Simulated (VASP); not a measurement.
# HPt16 (a cell with a defect) in VASP: single point with PBE

Aim: the single point of HPt16 (a cell with a defect) with PBE.

Everything below comes from runs of VASP 6.6.1. Logs are shortened: lines on timing, memory, paths and dates and some standing lists are left out, and cuts for length are marked.

## 1. The cell of the first run

The cell holds a defect, 17 atoms: a = 7.055 Å, b = 7.055 Å, c = 7.055 Å, α = 109.47°, β = 109.47°, γ = 109.47°.

## 2. Single point, PBE

Input file INCAR:

```
SYSTEM = HPt16
PREC = Accurate
ENCUT = 400
EDIFF = 1E-6
ISMEAR = -1
SIGMA = 1.0
LREAL = .FALSE.
LASPH = .TRUE.
NELM = 120
ALGO = Normal
ISIF = 2
LWAVE = .FALSE.
LCHARG = .FALSE.
GGA = PE
NBANDS = 94
GGA_COMPAT = .FALSE.
```

Input file KPOINTS:

```
Automatic mesh
0
G
  3 3 3
  0 0 0
```

Input file POSCAR:

```
HPt16
1.0
   -4.0729267900      4.0729267900      4.0729267900
    4.0729267900     -4.0729267900      4.0729267900
    4.0729267900      4.0729267900     -4.0729267900
Pt H
16 1
Direct
   -0.0141064406     -0.0117339453      0.0026865202
   -0.0085669352      0.2494373340      0.7490216882
   -0.0056163543      0.4994781652      0.5054657513
   -0.0059888138      0.7494399378      0.2557679167
    0.2457046374     -0.0042000509      0.7504560375
    0.2447543379      0.2494446997      0.5049458549
    0.2471252374      0.5108341267      0.2640280701
    0.2451557692      0.7494220145      0.0046400294
    0.4959055500      0.0019525271      0.5064074574
    0.5008217936      0.2494378250      0.2583720637
    0.4993083856      0.5030340847      0.0040861280
    0.4940174729      0.7494285209      0.7557753082
    0.7443345182     -0.0006100036      0.2554274981
    0.7448655860      0.2494443314      0.0050468621
    0.7433484951      0.4968312971      0.7538447555
    0.7451255955      0.7494090018      0.5046096102
    0.2060282552      0.2500765549      0.0445906615
```

Potentials or basis: VASP PAW PBE potentials, release 64 (Pt, H).

Started as:

```sh
$ cat potpaw_PBE.64/Pt/POTCAR potpaw_PBE.64/H/POTCAR > POTCAR
$ mpirun -np 1 vasp_std > vasp.out
```

OUTCAR:

```text
SYSTEM = HPt16
   PREC = Accurate
   ENCUT = 400
   EDIFF = 1E-6
   ISMEAR = -1
   LREAL = .FALSE.
   LASPH = .TRUE.
   NELM = 120
   ISIF = 2
   GGA = PE

 ion  position               nearest neighbor table
   1  0.986  0.988  0.003-  17 1.82  15 2.83  12 2.83   4 2.83  13 2.85  16 2.87   8 2.87  14 2.89
                             6 2.89   5 2.95   2 2.97  10 2.97   7 3.01
   2  0.991  0.249  0.749-  17 2.13  13 2.84   3 2.84  15 2.85   9 2.85   6 2.87   8 2.88  16 2.88
                            14 2.90  11 2.93   5 2.93   1 2.97   7 2.97
   3  0.994  0.499  0.505-  10 2.84   2 2.84   7 2.85   5 2.86   8 2.88  16 2.88  15 2.88  12 2.88
                             4 2.88  13 2.88   6 2.88  14 2.88
   4  0.994  0.749  0.256-   7 2.83   1 2.83   5 2.85  11 2.85  16 2.87  13 2.88   3 2.88  14 2.88
                             6 2.88   9 2.89  15 2.89   8 2.89
   5  0.246  0.996  0.750-   9 2.85  12 2.85   4 2.85   3 2.86   6 2.88  14 2.88   8 2.88  16 2.88
                            11 2.92   2 2.93  10 2.93   1 2.95
   6  0.245  0.249  0.505-   2 2.87  15 2.87   9 2.87  11 2.88   5 2.88  12 2.88   4 2.88   3 2.88
                            13 2.88   1 2.89   7 2.89  10 2.90
   7  0.247  0.511  0.264-  17 1.82   9 2.83   4 2.83  12 2.83   3 2.85   8 2.87  16 2.87  14 2.89
                             6 2.89  11 2.95   2 2.97  10 2.97   1 3.01
   8  0.245  0.749  0.005-  12 2.87   7 2.87   1 2.87   3 2.88  13 2.88   2 2.88  10 2.88  11 2.88
                             5 2.88   9 2.89  15 2.89   4 2.89
   9  0.496  0.002  0.506-   7 2.83   5 2.85  15 2.85  10 2.85   2 2.85  14 2.87   6 2.87  13 2.88
                            16 2.89   8 2.89  12 2.89   4 2.89
  10  0.501  0.249  0.258-  17 2.13  13 2.84   3 2.84  15 2.85   9 2.85  14 2.87  16 2.88   8 2.88
                             6 2.90  11 2.93   5 2.93   1 2.97   7 2.97
  11  0.499  0.503  0.004-  15 2.85   4 2.85  12 2.85  13 2.86   6 2.88  14 2.88  16 2.88   8 2.88
                             5 2.92   2 2.93  10 2.93   7 2.95
  12  0.494  0.749  0.756-   7 2.83   1 2.83   5 2.85  11 2.85   8 2.87   3 2.88  13 2.88   6 2.88
                            14 2.88   9 2.89  15 2.89  16 2.89
  13  0.744  0.999  0.255-  10 2.84   2 2.84   1 2.85  11 2.86  16 2.88   8 2.88   9 2.88   4 2.88
                            12 2.88   3 2.88   6 2.88  14 2.88
  14  0.745  0.249  0.005-  10 2.87  15 2.87   9 2.87  11 2.88   5 2.88   4 2.88  12 2.88   3 2.88
                            13 2.88   1 2.89   7 2.89   2 2.90
  15  0.743  0.497  0.754-   1 2.83  11 2.85   9 2.85  10 2.85   2 2.85  14 2.87   6 2.87   3 2.88
                             8 2.89  16 2.89   4 2.89  12 2.89
  16  0.745  0.749  0.505-   4 2.87   7 2.87   1 2.87  13 2.88   3 2.88  10 2.88   2 2.88  11 2.88
                             5 2.88   9 2.89  15 2.89  12 2.89
  17  0.206  0.250  0.045-   7 1.82   1 1.82  10 2.13   2 2.13

  LATTYP: Found a body centered cubic cell.
 ALAT       =     8.1458535800

  Lattice vectors:

 A1 = (  -4.0729267900,   4.0729267900,   4.0729267900)
 A2 = (   4.0729267900,  -4.0729267900,   4.0729267900)
 A3 = (   4.0729267900,   4.0729267900,  -4.0729267900)

Analysis of symmetry for initial positions (statically):
=====================================================================
 Subroutine PRICEL returns:
 Original cell was already a primitive cell.

 Routine SETGRP: Setting up the symmetry group for a
 body centered cubic supercell.

 Subroutine GETGRP returns: Found  1 space group operations
 (whereof  1 operations were pure point group operations)
 out of a pool of 48 trial point group operations.

The static configuration has the point symmetry C_1 .

Analysis of symmetry for dynamics (positions and initial velocities):
=====================================================================
 Subroutine PRICEL returns:
 Original cell was already a primitive cell.

 Routine SETGRP: Setting up the symmetry group for a
 body centered cubic supercell.

 Subroutine GETGRP returns: Found  1 space group operations
 (whereof  1 operations were pure point group operations)
 out of a pool of 48 trial point group operations.

The dynamic configuration has the point symmetry C_1 .

 Subroutine INISYM returns: Found  1 space group operations
 (whereof  1 operations are pure point group operations),
 and found     1 'primitive' translations

----------------------------------------------------------------------------------------

                                     Primitive cell

  volume of cell :     270.2588

  direct lattice vectors                    reciprocal lattice vectors
    -4.072926790  4.072926790  4.072926790     0.000000000  0.122761843  0.122761843
     4.072926790 -4.072926790  4.072926790     0.122761843  0.000000000  0.122761843
     4.072926790  4.072926790 -4.072926790     0.122761843  0.122761843  0.000000000

  length of vectors
     7.054516136  7.054516136  7.054516136     0.173611464  0.173611464  0.173611464

  position of ions in fractional coordinates (direct lattice)
[... 55 lines left out ...]

  Shift w.r.t. Gamma in fractional coordinates (k-lattice)
     0.000000000  0.000000000  0.000000000

 Subroutine IBZKPT returns following result:
 ===========================================

 Found     14 irreducible k-points:

 Following reciprocal coordinates:
            Coordinates               Weight
  0.000000  0.000000  0.000000      1.000000
  0.333333  0.000000  0.000000      2.000000
  0.000000  0.333333  0.000000      2.000000
  0.000000  0.000000  0.333333      2.000000
  0.333333  0.000000 -0.333333      2.000000
  0.333333 -0.333333  0.000000      2.000000
  0.000000  0.333333 -0.333333      2.000000
  0.333333  0.333333  0.000000      2.000000
  0.000000  0.333333  0.333333      2.000000
  0.333333  0.000000  0.333333      2.000000
 -0.333333 -0.333333 -0.333333      2.000000
 -0.333333  0.333333  0.333333      2.000000
  0.333333 -0.333333  0.333333      2.000000
  0.333333  0.333333 -0.333333      2.000000
   k-points           NKPTS =     14   k-points in BZ     NKDIM =     14   number of bands    NBANDS=     94
   number of dos      NEDOS =    301   number of ions     NIONS =     17
   total plane-waves  NPLWV = 110592
   dimension x,y,z NGX =    48 NGY =   48 NGZ =   48
   dimension x,y,z NGXF=    96 NGYF=   96 NGZF=   96
   ions per type =              16   1
   NGX,Y,Z   is equivalent  to a cutoff of  11.31, 11.31, 11.31 a.u.
   NGXF,Y,Z  is equivalent  to a cutoff of  22.62, 22.62, 22.62 a.u.
 SYSTEM =  HPt16
   PREC   = accura    normal or accurate (medium, high low for compatibility)
   ISTART =      0    job   : 0-new  1-cont  2-samecut
   ICHARG =      2    charge: 1-file 2-atom 10-const
   ISPIN  =      1    spin polarized calculation?
   LNONCOLLINEAR =      F non collinear calculations
   LSORBIT =      F    spin-orbit coupling
   LASPH  =      T    aspherical Exc in radial PAW
   ENCUT  =  400.0 eV  29.40 Ry    5.42 a.u.  11.50 11.50 11.50*2*pi/ulx,y,z
   NELM   =    120;   NELMIN=  2; NELMDL= -5     # of ELM steps
   EDIFF  = 0.1E-05   stopping-criterion for ELM
   LREAL  =      F    real-space projection
   EDIFFG = 0.1E-04   stopping-criterion for IOM
   NSW    =      0    number of steps for IOM
[... 5 lines left out ...]
   TEBEG  =    0.0;   TEEND  =   0.0 temperature during run
   PSTRESS=    0.0 pullay stress
   NELECT =     161.0000    total number of electrons
   NUPDOWN=      -1.0000    fix difference up-down
   EMIN   =  10.00;   EMAX   =-10.00  energy-range for DOS
   EFERMI =   0.00;   METHOD = LEGACY
   ISMEAR =    -1;   SIGMA  =   1.00  broadening in eV -4-tet -1-fermi 0-gaus
   EFERMI_NEDOS =   21; number of points for ismear=-14 and -15
   IALGO  =     38    algorithm
   IMIX   =      4    mixing-type and parameters
     AMIX     =   0.40;   BMIX     =  1.00
     AMIX_MAG =   1.60;   BMIX_MAG =  1.00
  volume/ion in A,a.u.               =      15.90       107.28
  Fermi-wavevector in a.u.,A,eV,Ry     =   1.377495  2.603089 25.816971  1.897494
  Thomas-Fermi vector in A             =   2.502644
   LORBIT       =      0    0 simple, 1 ext, 2 COOP (PROOUT), +10 PAW based schemes
   GGA     = PE    functional components
   LHFCALC =     F    Hartree Fock is set to
   AEXX    =    0.0000 exact exchange contribution
   IVDW    =     0    specifies the selected vdW correction
   LEPSILON=     F    determine dielectric tensor
   LRPA    =     F    only Hartree local field effects (RPA)
 non-spin polarized calculation
  energy-cutoff  :      400.00
  volume of cell :      270.26
 maximum number of plane-waves:      4935
 NGX is ok and might be reduce to    48
   NGX = 23   NGY = 23   NGZ = 23

 number of electron     160.9999998 magnetization

 Free energy of the ion-electron system (eV)
  ---------------------------------------------------
  ext. energy  EPLUGINS =         0.00000000
  ---------------------------------------------------
  free energy    TOTEN  =      -125.45003468 eV

  energy without entropy =      -82.13036517  energy(sigma->0) =     -103.79019992

 E-fermi :  10.1085     XC(G=0): -12.8645

 val. band max:       10.0468267576   @ k =  -0.3333   0.3333   0.3333
 cond. band min:      10.3570160839   @ k =   0.3333  -0.3333   0.3333
 fundamental gap:      0.3101893262
 Fermi energy:        10.1085236794

 k-point     1 :       0.0000    0.0000    0.0000
  band No.  band energies     occupation
      1      -0.1999      1.99993
      2       1.7494      1.99953
      3       3.3768      1.99762
      4       3.3807      1.99761
      5       3.6601      1.99684
      6       3.7485      1.99655
[... 1319 lines left out ...]
     91      13.4673      0.06722
     92      13.9283      0.04292
 [bands above 92 left out]

------------------------ aborting loop because EDIFF is reached ----------------------------------------

  FORCE on cell =-STRESS in cart. coord.  units (eV):
  Direction    XX          YY          ZZ          XY          YZ          ZX
  --------------------------------------------------------------------------------------
  -------------------------------------------------------------------------------------
  Total        2.4314072      1.9125839      2.4147842     -0.0037307     -0.0034905      0.0719617
  in kB       14.4141316     11.3383871     14.3155851     -0.0221170     -0.0206930      0.4266110
  external PRESSURE =      13.3560346 kB  Pullay stress =       0.0000000 kB

 VOLUME and BASIS-vectors are now :
 -----------------------------------------------------------------------------
  energy-cutoff  :      400.00
  volume of cell :      270.26
      direct lattice vectors                 reciprocal lattice vectors
    -4.072926790  4.072926790  4.072926790     0.000000000  0.122761843  0.122761843
     4.072926790 -4.072926790  4.072926790     0.122761843  0.000000000  0.122761843
     4.072926790  4.072926790 -4.072926790     0.122761843  0.122761843  0.000000000

 POSITION                                       TOTAL-FORCE (eV/Angst)
 -----------------------------------------------------------------------------------
      0.02060      0.00128      8.02967        -0.035680      0.000806     -0.027847
      0.02862      6.07280      2.00326        -0.003950      0.020209      0.001789
      0.04301      4.07444      4.02566         0.006573     -0.000777     -0.001886
      0.04560      2.03784      6.05922        -0.009110     -0.002729      0.010602
      6.11164      0.00147      2.00000         0.021622      0.000825     -0.007188
      2.07571      2.03750     -0.04377         0.009837      0.016712     -0.012924
[... 9 lines left out ...]
      2.07268      2.03779      4.03189         0.007142      0.002346     -0.005466
      0.36102      0.00221      1.67607        -0.037476      0.000679      0.027331
 -----------------------------------------------------------------------------------
    total drift:                               -0.000024      0.000076      0.000223

  FREE ENERGIE OF THE ION-ELECTRON SYSTEM (eV)
  ---------------------------------------------------
  free  energy   TOTEN  =      -125.4500346789 eV

  energy  without entropy=      -82.1303651710  energy(sigma->0) =     -103.79019992
```

Wall time 28 min (1 thread of Oxide Virtual Turin-like, shared host); peak memory 0.39 GiB.

What came out:

- Free energy: -125.4500 eV
- Pressure: 1.3 GPa
- Largest force: 0.053 eV/Å
- Band gap on the k mesh: zero (an odd number of electrons rules out a gap without spin polarisation)

Forces on the atoms (eV/Å):
```
Pt  -0.036  0.001 -0.028
Pt  -0.004  0.020  0.002
Pt   0.007 -0.001 -0.002
Pt  -0.009 -0.003  0.011
Pt   0.022  0.001 -0.007
Pt   0.010  0.017 -0.013
Pt   0.029  0.000  0.032
Pt   0.006 -0.002 -0.004
Pt  -0.036  0.000 -0.029
Pt  -0.003 -0.021  0.001
Pt   0.005  0.000 -0.019
Pt  -0.008  0.002  0.010
Pt   0.001  0.000 -0.004
Pt   0.012 -0.016 -0.012
Pt   0.035  0.000  0.040
Pt   0.007  0.002 -0.005
H   -0.037  0.001  0.027
```

Stress tensor (GPa, compression positive):
```
1.44 0.00 0.04
0.00 1.13 0.00
0.04 0.00 1.43
```

Caveat: the k points lie up to 0.36 Å⁻¹ apart, too coarse for converged energies and pressures of a metal; the highest band is partly filled, so the run has too few bands; so wide a smearing shifts energies and pressures; spin-orbit coupling is left out, which moves the levels of the heavy elements.

The gap in the log of VASP goes by the Fermi energy; the results here count the filled bands.